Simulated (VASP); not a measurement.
# CuS (F-43m) in VASP: single point with LDA

Aim: the single point of CuS with LDA.

Everything below comes from runs of VASP 6.6.1. Logs are shortened: lines on timing, memory, paths and dates and some standing lists are left out, and cuts for length are marked.

### Step 1. The cell of the first run

It takes space group F-43m (No. 216, cubic). The conventional cell has a = 5.160 Å, b = 5.160 Å, c = 5.160 Å, α = 90.00°, β = 90.00°, γ = 90.00°. Cu (site symmetry -43m) has 4 S at 2.23 Å within 3.0 Å. Within 3.0 Å of S (site symmetry -43m) lie 4 Cu at 2.23 Å.

### Step 2. Single point, LDA

Input file INCAR:

```
  ALGO = Normal
  EDIFF = 1E-6
  ENCUT = 520
  GGA = CA
  ISIF = 2
  ISMEAR = -1
  LASPH = True
  LCHARG = False
  LREAL = False
  LWAVE = False
  NBANDS = 16
  NELM = 60
  PREC = Accurate
  SIGMA = 0.1
```

Input file KPOINTS:

```
k-points
0
Gamma
  9 9 9
```

Input file POSCAR:

```
CuS
1.0
    0.0000000000      2.5800300000      2.5800300000
    2.5800300000      0.0000000000      2.5800300000
    2.5800300000      2.5800300000      0.0000000000
Cu S
1 1
Direct
    0.2500000000      0.2500000000      0.2500000000
    0.0000000000      0.0000000000      0.0000000000
```

Potentials or basis: VASP PAW LDA potentials, release 64 (Cu, S).

Command:

```console
$ cat potpaw_LDA.64/Cu/POTCAR potpaw_LDA.64/S/POTCAR > POTCAR
$ mpirun -np 1 vasp_std > vasp.out
```

OUTCAR:

```text
EDIFF = 1E-6
   ENCUT = 520
   GGA = CA
   ISIF = 2
   ISMEAR = -1
   LASPH = True
   LREAL = False
   NELM = 60
   PREC = Accurate

 ion  position               nearest neighbor table
   1  0.250  0.250  0.250-   2 2.23   2 2.23   2 2.23   2 2.23
   2  0.000  0.000  0.000-   1 2.23   1 2.23   1 2.23   1 2.23

  LATTYP: Found a face centered cubic cell.
 ALAT       =     5.1600600000

  Lattice vectors:

 A1 = (   0.0000000000,   2.5800300000,   2.5800300000)
 A2 = (   2.5800300000,   0.0000000000,   2.5800300000)
 A3 = (   2.5800300000,   2.5800300000,   0.0000000000)

Analysis of symmetry for initial positions (statically):
=====================================================================
 Subroutine PRICEL returns:
 Original cell was already a primitive cell.

 Routine SETGRP: Setting up the symmetry group for a
 face centered cubic supercell.

 Subroutine GETGRP returns: Found 24 space group operations
 (whereof 24 operations were pure point group operations)
 out of a pool of 48 trial point group operations.

The static configuration has the point symmetry T_d .

Analysis of symmetry for dynamics (positions and initial velocities):
=====================================================================
 Subroutine PRICEL returns:
 Original cell was already a primitive cell.

 Routine SETGRP: Setting up the symmetry group for a
 face centered cubic supercell.

 Subroutine GETGRP returns: Found 24 space group operations
 (whereof 24 operations were pure point group operations)
 out of a pool of 48 trial point group operations.

The dynamic configuration has the point symmetry T_d .

 Subroutine INISYM returns: Found 24 space group operations
 (whereof 24 operations are pure point group operations),
 and found     1 'primitive' translations

----------------------------------------------------------------------------------------

                                     Primitive cell

  volume of cell :      34.3482

  direct lattice vectors                    reciprocal lattice vectors
     0.000000000  2.580030000  2.580030000    -0.193796196  0.193796196  0.193796196
     2.580030000  0.000000000  2.580030000     0.193796196 -0.193796196  0.193796196
     2.580030000  2.580030000  0.000000000     0.193796196  0.193796196 -0.193796196

  length of vectors
     3.648713417  3.648713417  3.648713417     0.335664858  0.335664858  0.335664858

  position of ions in fractional coordinates (direct lattice)
     0.250000000  0.250000000  0.250000000
     0.000000000  0.000000000  0.000000000

  ion indices of the primitive-cell ions
   primitive index   ion index
                 1           1
                 2           2

----------------------------------------------------------------------------------------

 KPOINTS: k-points

Automatic generation of k-mesh.
 Grid dimensions read from file:
 generate k-points for:    9    9    9

 Generating k-lattice:

  Cartesian coordinates                     Fractional coordinates (reciprocal lattice)
    -0.021532911  0.021532911  0.021532911     0.111111111  0.000000000  0.000000000
     0.021532911 -0.021532911  0.021532911     0.000000000  0.111111111  0.000000000
     0.021532911  0.021532911 -0.021532911     0.000000000  0.000000000  0.111111111

  Length of vectors
     0.037296095  0.037296095  0.037296095

  Shift w.r.t. Gamma in fractional coordinates (k-lattice)
     0.000000000  0.000000000  0.000000000

 Subroutine IBZKPT returns following result:
 ===========================================

 Found     35 irreducible k-points:

 Following reciprocal coordinates:
            Coordinates               Weight
  0.000000  0.000000  0.000000      1.000000
  0.111111  0.000000  0.000000      8.000000
  0.222222  0.000000  0.000000      8.000000
  0.333333  0.000000  0.000000      8.000000
  0.444444  0.000000  0.000000      8.000000
  0.111111  0.111111  0.000000      6.000000
[... 16 lines left out ...]
 -0.333333  0.333333  0.000000     12.000000
  0.444444  0.444444  0.000000      6.000000
 [... further k-points ...]
   k-points           NKPTS =     35   k-points in BZ     NKDIM =     35   number of bands    NBANDS=     16
   number of dos      NEDOS =    301   number of ions     NIONS =      2
   total plane-waves  NPLWV =  21952
   dimension x,y,z NGX =    28 NGY =   28 NGZ =   28
   dimension x,y,z NGXF=    56 NGYF=   56 NGZF=   56
   ions per type =               1   1
   NGX,Y,Z   is equivalent  to a cutoff of  12.76, 12.76, 12.76 a.u.
   NGXF,Y,Z  is equivalent  to a cutoff of  25.52, 25.52, 25.52 a.u.
 SYSTEM =  unknown system
   PREC   = accura    normal or accurate (medium, high low for compatibility)
   ISTART =      0    job   : 0-new  1-cont  2-samecut
   ICHARG =      2    charge: 1-file 2-atom 10-const
   ISPIN  =      1    spin polarized calculation?
   LNONCOLLINEAR =      F non collinear calculations
   LSORBIT =      F    spin-orbit coupling
   LASPH  =      T    aspherical Exc in radial PAW
   ENCUT  =  520.0 eV  38.22 Ry    6.18 a.u.   6.78  6.78  6.78*2*pi/ulx,y,z
   NELM   =     60;   NELMIN=  2; NELMDL= -5     # of ELM steps
   EDIFF  = 0.1E-05   stopping-criterion for ELM
   LREAL  =      F    real-space projection
   EDIFFG = 0.1E-04   stopping-criterion for IOM
   NSW    =      0    number of steps for IOM
   IBRION =     -1    ionic relax: 0-MD 1-quasi-New 2-CG
   NFREE  =      0    steps in history (QN), initial steepest desc. (CG)
   ISIF   =      2    stress and relaxation
   ISYM   =      2    0-nonsym 1-usesym 2-fastsym
   POTIM  = 0.5000    time-step for ionic-motion
   TEBEG  =    0.0;   TEEND  =   0.0 temperature during run
   PSTRESS=    0.0 pullay stress
   NELECT =      17.0000    total number of electrons
   NUPDOWN=      -1.0000    fix difference up-down
   EMIN   =  10.00;   EMAX   =-10.00  energy-range for DOS
   EFERMI =   0.00;   METHOD = LEGACY
   ISMEAR =    -1;   SIGMA  =   0.10  broadening in eV -4-tet -1-fermi 0-gaus
   EFERMI_NEDOS =   21; number of points for ismear=-14 and -15
   IALGO  =     38    algorithm
   IMIX   =      4    mixing-type and parameters
     AMIX     =   0.40;   BMIX     =  1.00
     AMIX_MAG =   1.60;   BMIX_MAG =  1.00
  volume/ion in A,a.u.               =      17.17       115.90
  Fermi-wavevector in a.u.,A,eV,Ry     =   1.294960  2.447120 22.815904  1.676922
  Thomas-Fermi vector in A             =   2.426510
   LORBIT       =      0    0 simple, 1 ext, 2 COOP (PROOUT), +10 PAW based schemes
   GGA     = CA    functional components
   LHFCALC =     F    Hartree Fock is set to
   AEXX    =    0.0000 exact exchange contribution
   IVDW    =     0    specifies the selected vdW correction
   LEPSILON=     F    determine dielectric tensor
   LRPA    =     F    only Hartree local field effects (RPA)
 non-spin polarized calculation
  energy-cutoff  :      520.00
  volume of cell :       34.35
 maximum number of plane-waves:       944
   NGX = 13   NGY = 13   NGZ = 13

 number of electron      16.9999987 magnetization

 Free energy of the ion-electron system (eV)
  ---------------------------------------------------
  ext. energy  EPLUGINS =         0.00000000
  ---------------------------------------------------
  free energy    TOTEN  =        -9.85599263 eV

  energy without entropy =       -9.80588096  energy(sigma->0) =       -9.83093679

 E-fermi :   4.3963     XC(G=0): -10.6569

 val. band max:        4.3963035734   @ k =   0.2222   0.2222   0.0000
 cond. band min:       4.3996122478   @ k =  -0.4444   0.1111   0.0000
 fundamental gap:      0.0033086744
 Fermi energy:         4.3963325372

 k-point     1 :       0.0000    0.0000    0.0000
  band No.  band energies     occupation
      1      -9.4213      2.00000
      2       0.0988      2.00000
      3       0.0988      2.00000
      4       0.0988      2.00000
      5       1.6910      2.00000
      6       1.6910      2.00000
[... 8 lines left out ...]
     15      17.1096      0.00000
     16      18.2378      0.00000

 k-point     2 :       0.1111    0.0000    0.0000
  band No.  band energies     occupation
      1      -9.3102      2.00000
      2      -0.0276      2.00000
      3       0.1279      2.00000
      4       0.1279      2.00000
      5       1.6838      2.00000
      6       1.6838      2.00000
[... 8 lines left out ...]
     15      16.5341      0.00000
     16      18.6253      0.00000

 k-point     3 :       0.2222    0.0000    0.0000
  band No.  band energies     occupation
      1      -9.0078      2.00000
      2      -0.3713      2.00000
      3       0.1974      2.00000
      4       0.1974      2.00000
      5       1.6799      2.00000
      6       1.6799      2.00000
[... 8 lines left out ...]
     15      16.1482      0.00000
     16      17.9271      0.00000

 k-point     4 :       0.3333    0.0000    0.0000
  band No.  band energies     occupation
      1      -8.6166      2.00000
      2      -0.8312      2.00000
      3       0.2658      2.00000
      4       0.2658      2.00000
      5       1.7083      2.00000
      6       1.7083      2.00000
[... 8 lines left out ...]
     15      16.9081      0.00000
     16      17.4805      0.00000

 k-point     5 :       0.4444    0.0000    0.0000
  band No.  band energies     occupation
      1      -8.3240      2.00000
      2      -1.1946      2.00000
      3       0.3021      2.00000
      4       0.3021      2.00000
      5       1.7525      2.00000
      6       1.7525      2.00000
[... 8 lines left out ...]
     15      18.3669      0.00000
     16      18.3669      0.00000

 k-point     6 :       0.1111    0.1111    0.0000
  band No.  band energies     occupation
      1      -9.2732      2.00000
      2      -0.0655      2.00000
      3       0.1394      2.00000
      4       0.1394      2.00000
      5       1.6460      2.00000
      6       1.7139      2.00000
[... 8 lines left out ...]
     15      17.2350      0.00000
     16      19.3187      0.00000

 k-point     7 :       0.2222    0.1111    0.0000
  band No.  band energies     occupation
      1      -9.0340      2.00000
      2      -0.3145      2.00000
      3       0.1910      2.00000
      4       0.2016      2.00000
      5       1.6113      2.00000
      6       1.7322      2.00000
[... 8 lines left out ...]
     15      17.0932      0.00000
     16      19.3165      0.00000

 k-point     8 :       0.3333    0.1111    0.0000
  band No.  band energies     occupation
      1      -8.6688      2.00000
      2      -0.6824      2.00000
      3       0.2330      2.00000
      4       0.2780      2.00000
      5       1.6232      2.00000
      6       1.7560      2.00000
[... 8 lines left out ...]
     15      17.5488      0.00000
     16      18.6068      0.00000

 k-point     9 :       0.4444    0.1111    0.0000
  band No.  band energies     occupation
      1      -8.3340      2.00000
      2      -1.0277      2.00000
      3       0.2374      2.00000
      4       0.3301      2.00000
      5       1.6886      2.00000
      6       1.7745      2.00000
[... 8 lines left out ...]
     15      18.6695      0.00000
     16      18.7874      0.00000
[... 172 lines left out ...]
 k-point    19 :      -0.2222    0.2222    0.0000
  band No.  band energies     occupation
      1      -8.4801      2.00000
      2      -0.6549      2.00000
      3       0.0760      2.00000
      4       0.3375      2.00000
      5       1.6146      2.00000
      6       1.7620      2.00000
[... 8 lines left out ...]
     15      19.2618      0.00000
     16      20.1949      0.00000

 k-point    20 :       0.3333    0.3333    0.0000
  band No.  band energies     occupation
      1      -8.3466      2.00000
      2      -0.9502      2.00000
      3       0.4658      2.00000
      4       0.4658      2.00000
      5       1.4864      2.00000
      6       1.8385      2.00000
[... 8 lines left out ...]
     15      18.0949      0.00000
     16      23.0593      0.00000

 k-point    21 :       0.4444    0.3333    0.0000
  band No.  band energies     occupation
      1      -8.0997      2.00000
      2      -1.0791      2.00000
      3       0.4879      2.00000
      4       0.5560      2.00000
      5       1.5526      2.00000
      6       1.8466      2.00000
[... 8 lines left out ...]
     15      18.8004      0.00000
     16      21.2609      0.00000

 k-point    22 :      -0.4444    0.3333    0.0000
  band No.  band energies     occupation
      1      -7.9540      2.00000
      2      -0.9422      2.00000
      3       0.2563      2.00000
      4       0.5722      2.00000
      5       1.5278      2.00000
      6       1.7877      2.00000
[... 8 lines left out ...]
     15      18.4426      0.00000
     16      21.0159      0.00000

 k-point    23 :      -0.3333    0.3333    0.0000
  band No.  band energies     occupation
      1      -7.9926      2.00000
      2      -0.5690      2.00000
      3      -0.2272      2.00000
      4       0.5114      2.00000
      5       1.4657      2.00000
      6       1.7050      2.00000
[... 8 lines left out ...]
     15      17.1005      0.00000
     16      22.2610      0.00000

 k-point    24 :       0.4444    0.4444    0.0000
  band No.  band energies     occupation
      1      -7.9544      2.00000
      2      -1.2668      2.00000
      3       0.6627      2.00000
      4       0.6627      2.00000
      5       1.5949      2.00000
      6       1.8821      2.00000
[... 8 lines left out ...]
     15      18.5119      0.00000
     16      20.6249      0.00000

 [... further k-points ...]

------------------------ aborting loop because EDIFF is reached ----------------------------------------

  FORCE on cell =-STRESS in cart. coord.  units (eV):
  Direction    XX          YY          ZZ          XY          YZ          ZX
  --------------------------------------------------------------------------------------
  -------------------------------------------------------------------------------------
  Total       -1.0195556     -1.0195556     -1.0195556     -0.0000000      0.0000000     -0.0000000
  in kB      -47.5573042    -47.5573042    -47.5573042     -0.0000000      0.0000000     -0.0000000
  external PRESSURE =     -47.5573042 kB  Pullay stress =       0.0000000 kB

 VOLUME and BASIS-vectors are now :
 -----------------------------------------------------------------------------
  energy-cutoff  :      520.00
  volume of cell :       34.35
      direct lattice vectors                 reciprocal lattice vectors
     0.000000000  2.580030000  2.580030000    -0.193796196  0.193796196  0.193796196
     2.580030000  0.000000000  2.580030000     0.193796196 -0.193796196  0.193796196
     2.580030000  2.580030000  0.000000000     0.193796196  0.193796196 -0.193796196

 POSITION                                       TOTAL-FORCE (eV/Angst)
 -----------------------------------------------------------------------------------
      1.29001      1.29001      1.29001         0.000000      0.000000      0.000000
      0.00000      0.00000      0.00000        -0.000000     -0.000000     -0.000000
 -----------------------------------------------------------------------------------
    total drift:                               -0.000000     -0.000000     -0.000000

  FREE ENERGIE OF THE ION-ELECTRON SYSTEM (eV)
  ---------------------------------------------------
  free  energy   TOTEN  =        -9.8559926283 eV

  energy  without entropy=       -9.8058809558  energy(sigma->0) =       -9.83093679
```

It took 18 s on 1 thread of Intel Xeon Platinum 8488C (Sapphire Rapids), shared host; peak memory 0.14 GiB.

Results:

```yaml
Free_energy: -9.8560 eV
Pressure: -4.8 GPa
```

Levels at points of the mesh, in eV from the Fermi level:
```
           k point  band 6  band 7  band 8  band 9  band 10  band 11  band 12  band 13
(0.00, 0.00, 0.00)   -2.71    1.29    1.29    1.29     3.41     7.23     7.23     7.23
```

With open d or f shells a metallic result of LDA can be an artefact of self-interaction; +U or a hybrid may open a gap.
